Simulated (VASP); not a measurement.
# Cd5B3O9F (Cm) in VASP: single point with PBE

Aim: the single point of Cd5B3O9F with PBE.

All numbers are computed with VASP 6.6.1; they aren't measurements. Logs are shortened: lines on timing, memory, paths and dates and some standing lists are left out, and cuts for length are marked.

## (1) The cell of the first run

Symmetry: Cm, No. 8, monoclinic system. Conventional cell: a = 8.057 Å, b = 15.966 Å, c = 3.447 Å, α = 90.00°, β = 100.06°, γ = 90.00°. Cd (site symmetry m) has 4 O at 2.21 to 2.34 Å and 2 F at 2.32 to 2.43 Å within 2.9 Å. Within 3.0 Å of Cd (site symmetry 1) lie 5 O at 2.24 to 2.32 Å and 1 F at 2.41 Å and 1 B at 2.98 Å. Within 3.2 Å of Cd (site symmetry 1) lie 8 O at 2.28 to 3.01 Å and 4 B at 2.75 to 3.17 Å. B (site symmetry 1) has 3 O at 1.38 to 1.39 Å within 1.8 Å. Within 1.8 Å of B (site symmetry m) lie 3 O at 1.37 to 1.38 Å. Within 1.8 Å of O (site symmetry 1) lie 1 B at 1.38 Å. O (site symmetry 1) has 1 B at 1.38 Å within 1.9 Å. O (site symmetry 1) has 1 B at 1.39 Å within 1.9 Å.

## (2) Single point, PBE

File INCAR:

```
SYSTEM = Cd5B3O9F
PREC = Accurate
ENCUT = 520
EDIFF = 1E-6
ISMEAR = -1
SIGMA = 0.02
LREAL = Auto
LASPH = .True.
NELM = 80
ALGO = Normal
ISIF = 2
LWAVE = .False.
LCHARG = .False.
GGA = PE
NBANDS = 80
```

File KPOINTS:

```
Automatic mesh
0
Gamma
  3 3 6
  0 0 0
```

File POSCAR:

```
Cd5B3O9F
1.0
    4.0285000000     -7.9830000000      0.0000000000
    4.0285000000      7.9830000000      0.0000000000
   -0.6021197902      0.0000000000      3.3940036473
Cd B O F
5 3 9 1
Direct
    0.2463066600      0.2463066600      0.7898854991
    0.9724248723      0.7350095703      0.0745607683
    0.7350095703      0.9724248723      0.0745607683
    0.6518435147      0.2985605386      0.4173557632
    0.2985605386      0.6518435147      0.4173557632
    0.9595246398      0.3532920015      0.8339291004
    0.3532920015      0.9595246398      0.8339291004
    0.5970520804      0.5970520804      0.4660631191
    0.8957556346      0.4406625945      0.0304343915
    0.4406625945      0.8957556346      0.0304343915
    0.7586687669      0.6079614218      0.5122269164
    0.6079614218      0.7586687669      0.5122269164
    0.1509323179      0.4398504981      0.8502950462
    0.4398504981      0.1509323179      0.8502950462
    0.4245125345      0.4245125345      0.3714438883
    0.8257516068      0.1739199798      0.6271983485
    0.1739199798      0.8257516068      0.6271983485
    0.0403907678      0.0403907678      0.1847068246
```

Potentials or basis: VASP PAW PBE potentials, release 64 (Cd, B, O, F).

Command:

```bash
> cat potpaw_PBE.64/Cd/POTCAR potpaw_PBE.64/B/POTCAR potpaw_PBE.64/O/POTCAR potpaw_PBE.64/F/POTCAR > POTCAR
> mpirun -np 1 vasp_std > vasp.out
```

OUTCAR:

```text
SYSTEM = Cd5B3O9F
   PREC = Accurate
   ENCUT = 520
   EDIFF = 1E-6
   ISMEAR = -1
   LREAL = Auto
   LASPH = .True.
   NELM = 80
   ISIF = 2
   GGA = PE

 ion  position               nearest neighbor table
   1  0.246  0.246  0.790-  15 2.21  15 2.25  18 2.32  13 2.34  14 2.34  18 2.43   5 3.72   4 3.72

   2  0.972  0.735  0.075-  17 2.24  17 2.28  11 2.28   9 2.28  11 2.32  18 2.41   5 3.55   4 3.58
                             4 3.59
   3  0.735  0.972  0.075-  16 2.24  16 2.28  12 2.28  10 2.28  12 2.32  18 2.41   4 3.55   5 3.58
                             5 3.59
   4  0.652  0.299  0.417-  14 2.28  11 2.31  14 2.31   9 2.36  16 2.49   9 2.53   6 2.75  15 2.85
                             3 3.55   2 3.58   2 3.59   1 3.72
   5  0.299  0.652  0.417-  13 2.28  12 2.31  13 2.31  10 2.36  17 2.49  10 2.53   7 2.75  15 2.85
                             2 3.55   3 3.58   3 3.59   1 3.72
   6  0.960  0.353  0.834-   9 1.38  16 1.38  13 1.39   4 2.75
   7  0.353  0.960  0.834-  10 1.38  17 1.38  14 1.39   5 2.75
   8  0.597  0.597  0.466-  15 1.37  12 1.38  11 1.38
   9  0.896  0.441  0.030-   6 1.38   2 2.28   4 2.36   4 2.53
  10  0.441  0.896  0.030-   7 1.38   3 2.28   5 2.36   5 2.53
  11  0.759  0.608  0.512-   8 1.38   2 2.28   4 2.31   2 2.32
  12  0.608  0.759  0.512-   8 1.38   3 2.28   5 2.31   3 2.32
  13  0.151  0.440  0.850-   6 1.39   5 2.28   5 2.31   1 2.34
  14  0.440  0.151  0.850-   7 1.39   4 2.28   4 2.31   1 2.34
  15  0.425  0.425  0.371-   8 1.37   1 2.21   1 2.25   4 2.85   5 2.85
  16  0.826  0.174  0.627-   6 1.38   3 2.24   3 2.28   4 2.49
  17  0.174  0.826  0.627-   7 1.38   2 2.24   2 2.28   5 2.49
  18  0.040  0.040  0.185-   1 2.32   2 2.41   3 2.41   1 2.43

  LATTYP: Found a base centered monoclinic cell.
 ALAT       =     8.0570000000
 B/A-ratio  =     1.9816308800
 C/A-ratio  =     0.4278267345
 COS(beta)  =    -0.1746793705

  Lattice vectors:

 A1 = (   4.0285000000,  -7.9830000000,   0.0000000000)
 A2 = (   4.0285000000,   7.9830000000,   0.0000000000)
 A3 = (  -0.6021197902,   0.0000000000,   3.3940036473)

Analysis of symmetry for initial positions (statically):
=====================================================================
 Subroutine PRICEL returns:
 Original cell was already a primitive cell.

 Routine SETGRP: Setting up the symmetry group for a
 base centered monoclinic supercell.

 Subroutine GETGRP returns: Found  2 space group operations
 (whereof  2 operations were pure point group operations)
 out of a pool of  4 trial point group operations.

The static configuration has the point symmetry C_1h.

Analysis of symmetry for dynamics (positions and initial velocities):
=====================================================================
 Subroutine PRICEL returns:
 Original cell was already a primitive cell.

 Routine SETGRP: Setting up the symmetry group for a
 base centered monoclinic supercell.

 Subroutine GETGRP returns: Found  2 space group operations
 (whereof  2 operations were pure point group operations)
 out of a pool of  4 trial point group operations.

The dynamic configuration has the point symmetry C_1h.

 Subroutine INISYM returns: Found  2 space group operations
 (whereof  2 operations are pure point group operations),
 and found     1 'primitive' translations

----------------------------------------------------------------------------------------

                                     Primitive cell

  volume of cell :     218.2990

  direct lattice vectors                    reciprocal lattice vectors
     4.028500000 -7.983000000  0.000000000     0.124115676 -0.062633095  0.022018982
     4.028500000  7.983000000  0.000000000     0.124115676  0.062633095  0.022018982
    -0.602119790  0.000000000  3.394003647     0.000000000  0.000000000  0.294637279

  length of vectors
     8.941873475  8.941873475  3.447000000     0.140756674  0.140756674  0.294637279

  position of ions in fractional coordinates (direct lattice)
     0.246306660  0.246306660  0.789885499
     0.972424872  0.735009570  0.074560768
     0.735009570  0.972424872  0.074560768
     0.651843515  0.298560539  0.417355763
     0.298560539  0.651843515  0.417355763
     0.959524640  0.353292002  0.833929100
[... 10 lines left out ...]
     0.173919980  0.825751607  0.627198349
     0.040390768  0.040390768  0.184706825

  ion indices of the primitive-cell ions
   primitive index   ion index
                 1           1
                 2           2
                 3           3
                 4           4
                 5           5
                 6           6
[... 10 lines left out ...]
                17          17
                18          18

----------------------------------------------------------------------------------------

 KPOINTS: Automatic mesh

Automatic generation of k-mesh.
 Grid dimensions read from file:
 generate k-points for:    3    3    6

 Generating k-lattice:

  Cartesian coordinates                     Fractional coordinates (reciprocal lattice)
     0.041371892 -0.020877698  0.007339661     0.333333333  0.000000000 -0.000000000
     0.041371892  0.020877698  0.007339661     0.000000000  0.333333333 -0.000000000
     0.000000000  0.000000000  0.049106213     0.000000000  0.000000000  0.166666667

  Length of vectors
     0.046918891  0.046918891  0.049106213

  Shift w.r.t. Gamma in fractional coordinates (k-lattice)
     0.000000000  0.000000000  0.000000000

 Subroutine IBZKPT returns following result:
 ===========================================

 Found     20 irreducible k-points:

 Following reciprocal coordinates:
            Coordinates               Weight
  0.000000  0.000000  0.000000      1.000000
  0.333333  0.000000 -0.000000      4.000000
  0.333333  0.333333 -0.000000      2.000000
 -0.333333  0.333333  0.000000      2.000000
  0.000000  0.000000  0.166667      2.000000
  0.333333  0.000000  0.166667      4.000000
[... 12 lines left out ...]
  0.333333  0.333333  0.500000      2.000000
 -0.333333  0.333333  0.500000      2.000000
   k-points           NKPTS =     20   k-points in BZ     NKDIM =     20   number of bands    NBANDS=     80
   number of dos      NEDOS =    301   number of ions     NIONS =     18
   total plane-waves  NPLWV = 137200
   dimension x,y,z NGX =    70 NGY =   70 NGZ =   28
   dimension x,y,z NGXF=   140 NGYF=  140 NGZF=   56
   ions per type =               5   3   9   1
   NGX,Y,Z   is equivalent  to a cutoff of  13.01, 13.01, 13.50 a.u.
   NGXF,Y,Z  is equivalent  to a cutoff of  26.03, 26.03, 27.01 a.u.
 SYSTEM =  Cd5B3O9F
   PREC   = accura    normal or accurate (medium, high low for compatibility)
   ISTART =      0    job   : 0-new  1-cont  2-samecut
   ICHARG =      2    charge: 1-file 2-atom 10-const
   ISPIN  =      1    spin polarized calculation?
   LNONCOLLINEAR =      F non collinear calculations
   LSORBIT =      F    spin-orbit coupling
   LASPH  =      T    aspherical Exc in radial PAW
   ENCUT  =  520.0 eV  38.22 Ry    6.18 a.u.  16.63 16.63  6.41*2*pi/ulx,y,z
   NELM   =     80;   NELMIN=  2; NELMDL= -5     # of ELM steps
   EDIFF  = 0.1E-05   stopping-criterion for ELM
   LREAL  =      T    real-space projection
   EDIFFG = 0.1E-04   stopping-criterion for IOM
   NSW    =      0    number of steps for IOM
   IBRION =     -1    ionic relax: 0-MD 1-quasi-New 2-CG
   NFREE  =      0    steps in history (QN), initial steepest desc. (CG)
   ISIF   =      2    stress and relaxation
   ISYM   =      2    0-nonsym 1-usesym 2-fastsym
   POTIM  = 0.5000    time-step for ionic-motion
   TEBEG  =    0.0;   TEEND  =   0.0 temperature during run
   PSTRESS=    0.0 pullay stress
   NELECT =     130.0000    total number of electrons
   NUPDOWN=      -1.0000    fix difference up-down
   EMIN   =  10.00;   EMAX   =-10.00  energy-range for DOS
   EFERMI =   0.00;   METHOD = LEGACY
   ISMEAR =    -1;   SIGMA  =   0.02  broadening in eV -4-tet -1-fermi 0-gaus
   EFERMI_NEDOS =   21; number of points for ismear=-14 and -15
   IALGO  =     38    algorithm
   IMIX   =      4    mixing-type and parameters
     AMIX     =   0.40;   BMIX     =  1.00
     AMIX_MAG =   1.60;   BMIX_MAG =  1.00
  volume/ion in A,a.u.               =      12.13        81.84
  Fermi-wavevector in a.u.,A,eV,Ry     =   1.377332  2.602780 25.810848  1.897044
  Thomas-Fermi vector in A             =   2.502495
   LORBIT       =      0    0 simple, 1 ext, 2 COOP (PROOUT), +10 PAW based schemes
   GGA     = PE    functional components
   LHFCALC =     F    Hartree Fock is set to
   AEXX    =    0.0000 exact exchange contribution
   IVDW    =     0    specifies the selected vdW correction
   LEPSILON=     F    determine dielectric tensor
   LRPA    =     F    only Hartree local field effects (RPA)
 non-spin polarized calculation
  energy-cutoff  :      520.00
  volume of cell :      218.30
 maximum number of plane-waves:      5921
 NGX is ok and might be reduce to    70
   NGX = 33   NGY = 33   NGZ = 13

 number of electron     129.9999998 magnetization

 Free energy of the ion-electron system (eV)
  ---------------------------------------------------
  ext. energy  EPLUGINS =         0.00000000
  ---------------------------------------------------
  free energy    TOTEN  =      -101.70663586 eV

  energy without entropy =     -101.70663586  energy(sigma->0) =     -101.70663586

 E-fermi :   1.4968     XC(G=0): -10.5734

 val. band max:        1.0395135489   @ k =   0.3333   0.0000   0.1667
 cond. band min:       2.7591869388   @ k =   0.0000   0.0000   0.0000
 fundamental gap:      1.7196733899
 Fermi energy:         1.4967511466

 k-point     1 :       0.0000    0.0000    0.0000
  band No.  band energies     occupation
      1     -21.0674      2.00000
      2     -18.0003      2.00000
      3     -17.7431      2.00000
      4     -17.7255      2.00000
      5     -16.6309      2.00000
      6     -16.5869      2.00000
[... 69 lines left out ...]
     76       9.3309      0.00000
     77      10.2281      0.00000
[... 1518 lines left out ...]
     76       9.4468      0.00000
     77       9.5776      0.00000
 [bands above 77 left out]

------------------------ aborting loop because EDIFF is reached ----------------------------------------

  FORCE on cell =-STRESS in cart. coord.  units (eV):
  Direction    XX          YY          ZZ          XY          YZ          ZX
  --------------------------------------------------------------------------------------
  -------------------------------------------------------------------------------------
  Total        6.0836309      5.4123993      5.7593912      0.0000000      0.0000000      0.4968984
  in kB       44.6500187     39.7236016     42.2703031      0.0000000      0.0000000      3.6469216
  external PRESSURE =      42.2146411 kB  Pullay stress =       0.0000000 kB

 VOLUME and BASIS-vectors are now :
 -----------------------------------------------------------------------------
  energy-cutoff  :      520.00
  volume of cell :      218.30
      direct lattice vectors                 reciprocal lattice vectors
     4.028500000 -7.983000000  0.000000000     0.124115676 -0.062633095  0.022018982
     4.028500000  7.983000000  0.000000000     0.124115676  0.062633095  0.022018982
    -0.602119790  0.000000000  3.394003647     0.000000000  0.000000000  0.294637279

 POSITION                                       TOTAL-FORCE (eV/Angst)
 -----------------------------------------------------------------------------------
      1.50889      0.00000      2.68087        -0.050003      0.000000     -0.010141
      6.83351     -1.89529      0.25306         0.007570      0.038503      0.008405
      6.83351      1.89529      0.25306         0.007570     -0.038503      0.008405
      3.57740     -2.82026      1.41651        -0.007235     -0.016163      0.006809
      3.57740      2.82026      1.41651        -0.007235      0.016163      0.006809
      4.78656     -4.83956      2.83036         0.004922     -0.000585      0.000847
[... 10 lines left out ...]
      3.64953      5.20357      2.12871         0.005679     -0.006245     -0.020514
      0.21421      0.00000      0.62690        -0.014824      0.000000      0.006122
 -----------------------------------------------------------------------------------
    total drift:                                0.009024     -0.000000      0.001093

  FREE ENERGIE OF THE ION-ELECTRON SYSTEM (eV)
  ---------------------------------------------------
  free  energy   TOTEN  =      -101.7066358595 eV

  energy  without entropy=     -101.7066358595  energy(sigma->0) =     -101.70663586
```

It took 29 min on 1 thread of Intel Xeon 8259CL, shared host; peak memory 0.51 GiB.

Results:

```yaml
Free_energy: -101.7066 eV
Pressure: 4.2 GPa
Largest_force: 0.051 eV/Å
Band_gap_on_the_k_mesh: 1.72 eV (least direct gap 1.78 eV)
```

Forces on the atoms (eV/Å):
```
Cd  -0.050  0.000 -0.010
Cd   0.008  0.039  0.008
Cd   0.008 -0.039  0.008
Cd  -0.007 -0.016  0.007
Cd  -0.007  0.016  0.007
B    0.005 -0.001  0.001
B    0.005  0.001  0.001
B   -0.016  0.000 -0.003
O   -0.006 -0.003  0.026
O   -0.006  0.003  0.026
O    0.022  0.001  0.004
O    0.022 -0.001  0.004
O    0.001 -0.023 -0.014
O    0.001  0.023 -0.014
O    0.026  0.000 -0.016
O    0.006  0.006 -0.021
O    0.006 -0.006 -0.021
F   -0.015  0.000  0.006
```

Caveat: the cell stands under pressure.
